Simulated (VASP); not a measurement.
Input of a VASP 6.6.1 run:

The input INCAR:

```
ALGO = Normal
EDIFF = 1E-6
ENCUT = 520
GGA = PE
ISIF = 2
ISMEAR = 0
LASPH = T
LCHARG = F
LREAL = F
LWAVE = F
NBANDS = 22
NELM = 100
PREC = Accurate
SIGMA = 0.1
```

The input KPOINTS:

```
k-points
0
Gamma
  4 4 4
```

POSCAR

```
RbAs4
1.0
    5.1070617300     -5.1070617300      0.0000000000
    5.1070617300      5.1070617300      0.0000000000
    0.0000000000      0.0000000000      4.6946093700
Rb As
1 4
Direct
    0.0000000000      0.0000000000      0.0000000000
    0.6950000000      0.3050000000      0.0000000000
    0.3050000000      0.6950000000      0.0000000000
    0.8050000000      0.8050000000      0.5000000000
    0.1950000000      0.1950000000      0.5000000000
```

Potentials or basis: VASP PAW PBE potentials, release 64 (Rb_sv, As).

The run is started by

```console
$ cat potpaw_PBE.64/Rb_sv/POTCAR potpaw_PBE.64/As/POTCAR > POTCAR
$ mpirun -np 1 vasp_std > vasp.out
```

(1) What does it give for the pressure?

(2) What does it give for the band gap on the k mesh?

Answers

(1) -2.3 GPa.

(2) zero (an odd number of electrons rules out a gap without spin polarisation).

Caveat: the cell differs from its parent crystal (atoms taken out); forces of over 1 eV/Å act on the atoms, so gaps and moduli don't describe the material at rest.
